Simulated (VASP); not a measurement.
Here is a VASP 6.6.1 calculation.

INCAR

```
PREC = Accurate
ENCUT = 520
EDIFF = 1E-6
ISMEAR = 0
SIGMA = 0.1
LREAL = False
LASPH = True
NELM = 60
ALGO = Normal
ISIF = 2
LWAVE = False
LCHARG = False
LDIPOL = True
IDIPOL = 3
DIPOL = 0.5 0.5 0.485
GGA = PS
NBANDS = 44
```

Contents of KPOINTS:

```
Automatic mesh
0
Gamma
  12 12 1
```

The input POSCAR:

```
Ti4HN4
1.0
    2.9726300472      0.0000000000      0.0000000000
   -1.4863150236      2.5743731369      0.0000000000
    0.0000000000      0.0000000000     27.4949979446
N Ti H
4 4 1
Direct
    0.3333333333      0.6666666667      0.3091471408
    0.0000000000      0.0000000000      0.3974229164
    0.6666666667      0.3333333333      0.4861693877
    0.3333333333      0.6666666667      0.5749583806
    0.6666666667      0.3333333333      0.3532850285
    0.3333333333      0.6666666667      0.4415608042
    0.0000000000      0.0000000000      0.5309959880
    0.6666666667      0.3333333333      0.6155749982
    0.0000000000      0.0000000000      0.6514346025
```

Potentials or basis: VASP PAW PBE potentials, release 64 (N, Ti_sv, H).

Command:

```console
$ cat potpaw_PBE.64/N/POTCAR potpaw_PBE.64/Ti_sv/POTCAR potpaw_PBE.64/H/POTCAR > POTCAR
$ mpirun -np 1 vasp_std > vasp.out
```

Q: What does it give for the largest force?

A: 5.705 eV/Å.

Q: Estimate the band gap on the k mesh.

A: Zero (an odd number of electrons rules out a gap without spin polarisation).

Forces in eV/Å, atoms in the order of the input:
```
N    0.000  0.000  4.395
N    0.000  0.000  1.263
N    0.000  0.000 -0.006
N    0.000  0.000 -0.027
Ti   0.000  0.000 -5.705
Ti   0.000  0.000  0.028
Ti   0.000  0.000 -0.005
Ti   0.000  0.000  0.042
H    0.000  0.000  0.015
```

Caveat: the PAW data sets were made with another functional, which shifts forces and pressure a little.
